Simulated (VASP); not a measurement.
C:

```
CELL_PARAMETERS angstrom
1.22805 -2.12706 0.00000
1.22805 2.12706 0.00000
0.00000 0.00000 7.17327
ATOMIC_POSITIONS crystal
C 0.08338 0.91662 0.75314
C 0.58338 0.41662 0.24686
C 0.91662 0.08338 0.24686
C 0.41662 0.58338 0.75314
```

Base run:

| Quantity | Value |
| --- | --- |
| Program | VASP 6.6.1 |
| Functional | PBEsol |
| Potentials or basis | VASP PAW PBE potentials, release 64 (C) |
| Cutoff | 520 eV |
| k mesh | 13 × 13 × 4 |
| Occupations | methfessel-paxton, width 0.1 eV |
| Spin | no spin polarisation |

Its results: band gap on the k mesh 0.78 eV; pressure 1.6 GPa; largest force 0.016 eV/Å.

Task: The run is repeated on the same cell with these changes: k mesh from 13 × 13 × 4 to 10 × 10 × 3. What comes out?

Result: Band gap on the k mesh 1.25 eV; pressure 1.6 GPa; largest force 0.017 eV/Å.

Caveats: the PAW data sets were made with another functional, which shifts forces and pressure a little; this functional lacks dispersion, which binds the layers, so the pressure and a relaxed spacing across them are unreliable.

A k mesh can miss the band edges.
